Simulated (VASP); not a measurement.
Crystal: Cd.

```
Cd
1.0
     0.00000    2.06398    2.06398
     2.06398    0.00000    2.06398
     2.06398    2.06398    0.00000
Cd
1
Direct
  0.00000 0.00000 0.00000
```

| Quantity | Value |
| --- | --- |
| Program | VASP 6.6.1 |
| Task | relaxation of cell and atoms |
| Functional | PBE |
| Potentials or basis | VASP PAW PBE potentials, release 64 (Cd) |
| Cutoff | 600 eV |
| k mesh | 8 × 8 × 8 |
| Occupations | gaussian, width 0.1 eV |
| Spin | no spin polarisation |

At the start: pressure 23.2 GPa; volume 17.59 Å³/atom.

Where does the relaxation end?

Over 3 steps the energy falls by 300.7 meV/atom and the volume is 22.87 Å³/atom (+30.1 %); space group Fm-3m (No. 225, to 0.05 Å).

The path:
```tsv
step	energy change (eV)	largest force (eV/Å)	pressure (GPa)	volume (Å³)
1	0.0000	0.0000	23.21	17.59
2	-0.2834	0.0000	-2.73	24.90
3	-0.3007	0.0000	0.26	22.87
```

Final structure:
```
CELL_PARAMETERS angstrom
0.00000 2.25292 2.25292
2.25292 0.00000 2.25292
2.25292 2.25292 0.00000
ATOMIC_POSITIONS crystal
Cd 0.00000 0.00000 0.00000
```

Caveat: the volume moved by over 15 % at a fixed basis, so the end points are rough.
